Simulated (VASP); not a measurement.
# TlBr (Pm-3m) in VASP: notebook

TlBr is run at these levels: r2SCAN; tasks: single point.

All numbers are computed with VASP 6.6.1; they aren't measurements. Logs are shortened: lines on timing, memory, paths and dates and some standing lists are left out, and cuts for length are marked.

## Step 1: The cell of the first run

It takes space group Pm-3m (No. 221, cubic). Conventional cell: a = 3.939 Å, b = 3.939 Å, c = 3.939 Å, α = 90.00°, β = 90.00°, γ = 90.00°. Tl (site symmetry m-3m) has 8 Br at 3.41 Å and 6 Tl at 3.94 Å within 4.5 Å. Br (site symmetry m-3m) has 8 Tl at 3.41 Å and 6 Br at 3.94 Å within 4.5 Å.

## Step 2: Single point, r2SCAN

POSCAR reads:

```
TlBr
1.0
    3.9386730000      0.0000000000      0.0000000000
    0.0000000000      3.9386730000      0.0000000000
    0.0000000000      0.0000000000      3.9386730000
Tl Br
1 1
Direct
    0.0000000000      0.0000000000      0.0000000000
    0.5000000000      0.5000000000      0.5000000000
```

INCAR.step1 reads:

```
SYSTEM = TlBr
PREC = Accurate
ENCUT = 550
ISMEAR = -1
SIGMA = 0.1
LREAL = .False.
LASPH = .True.
NELM = 120
NBANDS = 17
GGA = PE
ALGO = Normal
EDIFF = 1E-5
LWAVE = .True.
LCHARG = .False.
GGA_COMPAT = .False.
```

INCAR.step2 reads:

```
SYSTEM = TlBr
PREC = Accurate
ENCUT = 550
EDIFF = 1E-6
ISMEAR = -1
SIGMA = 0.1
LREAL = .False.
LASPH = .True.
NELM = 120
ALGO = Normal
ISIF = 2
LWAVE = .False.
LCHARG = .False.
METAGGA = R2SCAN
LMIXTAU = .True.
NBANDS = 17
ISTART = 1
GGA_COMPAT = .False.
```

KPOINTS reads:

```
regular mesh
0
Gamma
  5 5 5
  0 0 0
```

Potentials or basis: VASP PAW PBE potentials, release 64 (Tl_d, Br).

Command:

```console
$ cat potpaw_PBE.64/Tl_d/POTCAR potpaw_PBE.64/Br/POTCAR > POTCAR
$ cp INCAR.step1 INCAR
$ mpirun -np 1 vasp_std > vasp.out
$ cp INCAR.step2 INCAR
$ mpirun -np 1 vasp_std > vasp.out
```

OUTCAR:

```text
SYSTEM = TlBr
   PREC = Accurate
   ENCUT = 550
   EDIFF = 1E-6
   ISMEAR = -1
   LREAL = .False.
   LASPH = .True.
   NELM = 120
   ISIF = 2
   METAGGA = R2SCAN
   ISTART = 1

 ion  position               nearest neighbor table
   1  0.000  0.000  0.000-   2 3.41   2 3.41   2 3.41   2 3.41   2 3.41   2 3.41   2 3.41   2 3.41

   2  0.500  0.500  0.500-   1 3.41   1 3.41   1 3.41   1 3.41   1 3.41   1 3.41   1 3.41   1 3.41

  LATTYP: Found a simple cubic cell.
 ALAT       =     3.9386730000

  Lattice vectors:

 A1 = (   3.9386730000,   0.0000000000,   0.0000000000)
 A2 = (   0.0000000000,   3.9386730000,   0.0000000000)
 A3 = (   0.0000000000,   0.0000000000,   3.9386730000)

Analysis of symmetry for initial positions (statically):
=====================================================================
 Subroutine PRICEL returns:
 Original cell was already a primitive cell.

 Routine SETGRP: Setting up the symmetry group for a
 simple cubic supercell.

 Subroutine GETGRP returns: Found 48 space group operations
 (whereof 48 operations were pure point group operations)
 out of a pool of 48 trial point group operations.

The static configuration has the point symmetry O_h .

Analysis of symmetry for dynamics (positions and initial velocities):
=====================================================================
 Subroutine PRICEL returns:
 Original cell was already a primitive cell.

 Routine SETGRP: Setting up the symmetry group for a
 simple cubic supercell.

 Subroutine GETGRP returns: Found 48 space group operations
 (whereof 48 operations were pure point group operations)
 out of a pool of 48 trial point group operations.

The dynamic configuration has the point symmetry O_h .

 Subroutine INISYM returns: Found 48 space group operations
 (whereof 48 operations are pure point group operations),
 and found     1 'primitive' translations

----------------------------------------------------------------------------------------

                                     Primitive cell

  volume of cell :      61.1012

  direct lattice vectors                    reciprocal lattice vectors
     3.938673000  0.000000000  0.000000000     0.253892618  0.000000000  0.000000000
     0.000000000  3.938673000  0.000000000     0.000000000  0.253892618  0.000000000
     0.000000000  0.000000000  3.938673000     0.000000000  0.000000000  0.253892618

  length of vectors
     3.938673000  3.938673000  3.938673000     0.253892618  0.253892618  0.253892618

  position of ions in fractional coordinates (direct lattice)
     0.000000000  0.000000000  0.000000000
     0.500000000  0.500000000  0.500000000

  ion indices of the primitive-cell ions
   primitive index   ion index
                 1           1
                 2           2

----------------------------------------------------------------------------------------

 KPOINTS: regular mesh

Automatic generation of k-mesh.
 Grid dimensions read from file:
 generate k-points for:    5    5    5

 Generating k-lattice:

  Cartesian coordinates                     Fractional coordinates (reciprocal lattice)
     0.050778524  0.000000000  0.000000000     0.200000000  0.000000000  0.000000000
     0.000000000  0.050778524  0.000000000     0.000000000  0.200000000  0.000000000
     0.000000000  0.000000000  0.050778524     0.000000000  0.000000000  0.200000000

  Length of vectors
     0.050778524  0.050778524  0.050778524

  Shift w.r.t. Gamma in fractional coordinates (k-lattice)
     0.000000000  0.000000000  0.000000000

 Subroutine IBZKPT returns following result:
 ===========================================

 Found     10 irreducible k-points:

 Following reciprocal coordinates:
            Coordinates               Weight
  0.000000  0.000000  0.000000      1.000000
  0.200000  0.000000  0.000000      6.000000
  0.400000  0.000000  0.000000      6.000000
  0.200000  0.200000  0.000000     12.000000
  0.400000  0.200000  0.000000     24.000000
  0.400000  0.400000  0.000000     12.000000
  0.200000  0.200000  0.200000      8.000000
  0.400000  0.200000  0.200000     24.000000
  0.400000  0.400000  0.200000     24.000000
  0.400000  0.400000  0.400000      8.000000
   k-points           NKPTS =     10   k-points in BZ     NKDIM =     10   number of bands    NBANDS=     17
   number of dos      NEDOS =    301   number of ions     NIONS =      2
   total plane-waves  NPLWV =  27000
   dimension x,y,z NGX =    30 NGY =   30 NGZ =   30
   dimension x,y,z NGXF=    60 NGYF=   60 NGZF=   60
   ions per type =               1   1
   NGX,Y,Z   is equivalent  to a cutoff of  12.66, 12.66, 12.66 a.u.
   NGXF,Y,Z  is equivalent  to a cutoff of  25.33, 25.33, 25.33 a.u.
 SYSTEM =  TlBr
   PREC   = accura    normal or accurate (medium, high low for compatibility)
   ISTART =      1    job   : 0-new  1-cont  2-samecut
   ICHARG =      0    charge: 1-file 2-atom 10-const
   ISPIN  =      1    spin polarized calculation?
   LNONCOLLINEAR =      F non collinear calculations
   LSORBIT =      F    spin-orbit coupling
   LASPH  =      T    aspherical Exc in radial PAW
   ENCUT  =  550.0 eV  40.42 Ry    6.36 a.u.   7.53  7.53  7.53*2*pi/ulx,y,z
   NELM   =    120;   NELMIN=  2; NELMDL=  0     # of ELM steps
   EDIFF  = 0.1E-05   stopping-criterion for ELM
   LREAL  =      F    real-space projection
   EDIFFG = 0.1E-04   stopping-criterion for IOM
   NSW    =      0    number of steps for IOM
   IBRION =     -1    ionic relax: 0-MD 1-quasi-New 2-CG
   NFREE  =      0    steps in history (QN), initial steepest desc. (CG)
   ISIF   =      2    stress and relaxation
   ISYM   =      2    0-nonsym 1-usesym 2-fastsym
   POTIM  = 0.5000    time-step for ionic-motion
   TEBEG  =    0.0;   TEEND  =   0.0 temperature during run
   PSTRESS=    0.0 pullay stress
   NELECT =      20.0000    total number of electrons
   NUPDOWN=      -1.0000    fix difference up-down
   EMIN   =  10.00;   EMAX   =-10.00  energy-range for DOS
   EFERMI =   0.00;   METHOD = LEGACY
   ISMEAR =    -1;   SIGMA  =   0.10  broadening in eV -4-tet -1-fermi 0-gaus
   EFERMI_NEDOS =   21; number of points for ismear=-14 and -15
   IALGO  =     38    algorithm
   IMIX   =      4    mixing-type and parameters
     AMIX     =   0.40;   BMIX     =  1.00
     AMIX_MAG =   1.60;   BMIX_MAG =  1.00
  volume/ion in A,a.u.               =      30.55       206.17
  Fermi-wavevector in a.u.,A,eV,Ry     =   1.128240  2.132065 17.319209  1.272926
  Thomas-Fermi vector in A             =   2.264929
   LORBIT       =      0    0 simple, 1 ext, 2 COOP (PROOUT), +10 PAW based schemes
   METAGGA = R2SCAN    functional components
   LHFCALC =     F    Hartree Fock is set to
   AEXX    =    0.0000 exact exchange contribution
   IVDW    =     0    specifies the selected vdW correction
   LEPSILON=     F    determine dielectric tensor
   LRPA    =     F    only Hartree local field effects (RPA)
 non-spin polarized calculation
  energy-cutoff  :      550.00
  volume of cell :       61.10
 maximum number of plane-waves:      1812
 NGX is ok and might be reduce to    30
   NGX = 15   NGY = 15   NGZ = 15

 number of electron      20.0000000 magnetization

 Free energy of the ion-electron system (eV)
  ---------------------------------------------------
  ext. energy  EPLUGINS =         0.00000000
  ---------------------------------------------------
  free energy    TOTEN  =       -68.37138116 eV

  energy without entropy =      -68.37138099  energy(sigma->0) =      -68.37138107

 E-fermi :   3.6702     XC(G=0):  -9.5840

 val. band max:        2.1414502883   @ k =   0.4000   0.0000   0.0000
 cond. band min:       5.1635620270   @ k =   0.4000   0.0000   0.0000
 fundamental gap:      3.0221117387
 Fermi energy:         3.6701893149

 k-point     1 :       0.0000    0.0000    0.0000
  band No.  band energies     occupation
      1     -12.0024      2.00000
      2      -8.1015      2.00000
      3      -8.1015      2.00000
      4      -7.9031      2.00000
      5      -7.9031      2.00000
      6      -7.9031      2.00000
[... 9 lines left out ...]
     16      14.6816      0.00000
     17      16.6296      0.00000

 k-point     2 :       0.2000    0.0000    0.0000
  band No.  band energies     occupation
      1     -11.9138      2.00000
      2      -8.0976      2.00000
      3      -8.0519      2.00000
      4      -7.9267      2.00000
      5      -7.9267      2.00000
      6      -7.9010      2.00000
[... 9 lines left out ...]
     16      15.8624      0.00000
     17      16.3693      0.00000

 k-point     3 :       0.4000    0.0000    0.0000
  band No.  band energies     occupation
      1     -11.7613      2.00000
      2      -8.0913      2.00000
      3      -7.9752      2.00000
      4      -7.9642      2.00000
      5      -7.9642      2.00000
      6      -7.8976      2.00000
[... 9 lines left out ...]
     16      15.2591      0.00000
     17      16.6893      0.00000

 k-point     4 :       0.2000    0.2000    0.0000
  band No.  band energies     occupation
      1     -11.8393      2.00000
      2      -8.0721      2.00000
      3      -8.0212      2.00000
      4      -7.9362      2.00000
      5      -7.9262      2.00000
      6      -7.9194      2.00000
[... 9 lines left out ...]
     16      14.2111      0.00000
     17      14.8841      0.00000

 k-point     5 :       0.4000    0.2000    0.0000
  band No.  band energies     occupation
      1     -11.7128      2.00000
      2      -8.0587      2.00000
      3      -7.9578      2.00000
      4      -7.9492      2.00000
      5      -7.9441      2.00000
      6      -7.9165      2.00000
[... 9 lines left out ...]
     16      14.8091      0.00000
     17      15.5694      0.00000

 k-point     6 :       0.4000    0.4000    0.0000
  band No.  band energies     occupation
      1     -11.6326      2.00000
      2      -8.0287      2.00000
      3      -7.9484      2.00000
      4      -7.9458      2.00000
      5      -7.9131      2.00000
      6      -7.8769      2.00000
[... 9 lines left out ...]
     16      13.8157      0.00000
     17      14.5506      0.00000

 k-point     7 :       0.2000    0.2000    0.2000
  band No.  band energies     occupation
      1     -11.7718      2.00000
      2      -8.0181      2.00000
      3      -8.0181      2.00000
      4      -7.9465      2.00000
      5      -7.9465      2.00000
      6      -7.9169      2.00000
[... 9 lines left out ...]
     16      15.6012      0.00000
     17      16.0411      0.00000

 k-point     8 :       0.4000    0.2000    0.2000
  band No.  band energies     occupation
      1     -11.6578      2.00000
      2      -8.0122      2.00000
      3      -7.9903      2.00000
      4      -7.9477      2.00000
      5      -7.9280      2.00000
      6      -7.9188      2.00000
[... 9 lines left out ...]
     16      14.1669      0.00000
     17      16.6066      0.00000

 k-point     9 :       0.4000    0.4000    0.2000
  band No.  band energies     occupation
      1     -11.5661      2.00000
      2      -7.9954      2.00000
      3      -7.9813      2.00000
      4      -7.9683      2.00000
      5      -7.9289      2.00000
      6      -7.8749      2.00000
[... 9 lines left out ...]
     16      14.4926      0.00000
     17      16.9116      0.00000

 k-point    10 :       0.4000    0.4000    0.4000
  band No.  band energies     occupation
      1     -11.4527      2.00000
      2      -8.0365      2.00000
      3      -8.0365      2.00000
      4      -7.9936      2.00000
      5      -7.8723      2.00000
      6      -7.8723      2.00000
[... 9 lines left out ...]
     16      15.3785      0.00000
     17      19.5342      0.00000

------------------------ aborting loop because EDIFF is reached ----------------------------------------

  FORCE on cell =-STRESS in cart. coord.  units (eV):
  Direction    XX          YY          ZZ          XY          YZ          ZX
  --------------------------------------------------------------------------------------
  -------------------------------------------------------------------------------------
  Total        0.4464963      0.4464963      0.4464963     -0.0000000      0.0000000      0.0000000
  in kB       11.7078912     11.7078912     11.7078912     -0.0000000      0.0000000      0.0000000
  external PRESSURE =      11.7078912 kB  Pullay stress =       0.0000000 kB

 VOLUME and BASIS-vectors are now :
 -----------------------------------------------------------------------------
  energy-cutoff  :      550.00
  volume of cell :       61.10
      direct lattice vectors                 reciprocal lattice vectors
     3.938673000  0.000000000  0.000000000     0.253892618  0.000000000  0.000000000
     0.000000000  3.938673000  0.000000000     0.000000000  0.253892618  0.000000000
     0.000000000  0.000000000  3.938673000     0.000000000  0.000000000  0.253892618

 POSITION                                       TOTAL-FORCE (eV/Angst)
 -----------------------------------------------------------------------------------
      0.00000      0.00000      0.00000         0.000000      0.000000      0.000000
      1.96934      1.96934      1.96934         0.000000      0.000000      0.000000
 -----------------------------------------------------------------------------------
    total drift:                                0.000000     -0.000000     -0.000000

  FREE ENERGIE OF THE ION-ELECTRON SYSTEM (eV)
  ---------------------------------------------------
  free  energy   TOTEN  =       -68.3713811619 eV

  energy  without entropy=      -68.3713809852  energy(sigma->0) =      -68.37138107
```

It took 31 s on 1 thread of Intel Xeon 6975P-C (Granite Rapids), shared host; peak memory 0.17 GiB.

Results:

```yaml
Free_energy: -68.3714 eV
Pressure: 1.2 GPa
Band_gap_on_the_k_mesh: 3.02 eV, direct
```

Caveat: the PAW data sets were made with another functional, which shifts forces and pressure a little; spin-orbit coupling is left out, which moves the levels of the heavy elements. r2SCAN opens gaps a little over a GGA but as a rule still falls short of measured ones.

## Step 3: Single point, r2SCAN

POSCAR is that of step 2.

INCAR.step1 reads:

```
ALGO = Normal
EDIFF = 1E-5
ENCUT = 550
GGA = PE
GGA_COMPAT = F
ISMEAR = -1
LASPH = T
LCHARG = F
LREAL = F
LWAVE = T
NBANDS = 17
NELM = 120
PREC = Accurate
SIGMA = 0.1
```

INCAR.step2 reads:

```
ALGO = Normal
EDIFF = 1E-6
ENCUT = 550
GGA_COMPAT = F
ISIF = 2
ISMEAR = -1
ISTART = 1
LASPH = T
LCHARG = F
LMIXTAU = T
LREAL = F
LWAVE = F
METAGGA = R2SCAN
NBANDS = 17
NELM = 120
PREC = Accurate
SIGMA = 0.1
```

KPOINTS reads:

```
k-points
0
Gamma
  5 5 5
```

Potentials or basis: VASP PAW PBE potentials, release 64 (Tl_d, Br).

Command:

```console
$ cat potpaw_PBE.64/Tl_d/POTCAR potpaw_PBE.64/Br/POTCAR > POTCAR
$ cp INCAR.step1 INCAR
$ mpirun -np 1 vasp_std > vasp.out
$ cp INCAR.step2 INCAR
$ mpirun -np 1 vasp_std > vasp.out
```

It took 33 s on 1 thread of Intel Xeon 6975P-C (Granite Rapids), shared host; peak memory 0.17 GiB.

It converged, with:

```yaml
Free_energy: -68.3714 eV
Pressure: 1.2 GPa
Band_gap_on_the_k_mesh: 3.02 eV, direct
```

Levels at points of the mesh, in eV from the valence-band top:
```
           k point  band 8  band 9  band 10  band 11  band 12  band 13
(0.00, 0.00, 0.00)   -1.22   -1.22    -1.22     7.75     7.75     8.13
```

Caveat: the PAW data sets were made with another functional, which shifts forces and pressure a little; spin-orbit coupling is left out, which moves the levels of the heavy elements. r2SCAN opens gaps a little over a GGA but as a rule still falls short of measured ones.

## Step 4: Single point, r2SCAN

POSCAR is that of step 3.

INCAR.step1 reads:

```
PREC = Accurate ; ENCUT = 550
ISMEAR = -1 ; SIGMA = 0.1
LREAL = False ; LASPH = True
NELM = 120 ; ISYM = 0
NBANDS = 17 ; GGA = PE
ALGO = Normal ; EDIFF = 1E-5
LWAVE = True ; LCHARG = False
GGA_COMPAT = False
```

INCAR.step2 reads:

```
PREC = Accurate ; ENCUT = 550
EDIFF = 1E-6 ; ISMEAR = -1
SIGMA = 0.1 ; LREAL = False
LASPH = True ; NELM = 120
ALGO = Normal ; ISIF = 2
LWAVE = False ; LCHARG = False
METAGGA = R2SCAN ; LMIXTAU = True
ISYM = 0 ; NBANDS = 17
ISTART = 1 ; GGA_COMPAT = False
```

KPOINTS reads:

```
regular mesh
0
Gamma
  5 5 5
```

Command:

```console
$ cat potpaw_PBE.64/Tl_d/POTCAR potpaw_PBE.64/Br/POTCAR > POTCAR
$ cp INCAR.step1 INCAR
$ mpirun -np 1 vasp_std > vasp.out
$ cp INCAR.step2 INCAR
$ mpirun -np 1 vasp_std > vasp.out
```

Wall time 1.9 min (1 thread of Intel Xeon 6975P-C (Granite Rapids), shared host); peak memory 0.21 GiB.

The run converged. Its results:

* Free energy: -68.3714 eV
* Pressure: 1.2 GPa
* Band gap on the k mesh: 3.02 eV, direct

Levels at points of the mesh, in eV from the valence-band top:
```csv
k point,band 8,band 9,band 10,band 11,band 12,band 13
"(0.00, 0.00, 0.00)",-1.22,-1.22,-1.22,7.75,7.75,8.13
```

Caveat: the PAW data sets were made with another functional, which shifts forces and pressure a little; spin-orbit coupling is left out, which moves the levels of the heavy elements. r2SCAN opens gaps a little over a GGA but as a rule still falls short of measured ones.
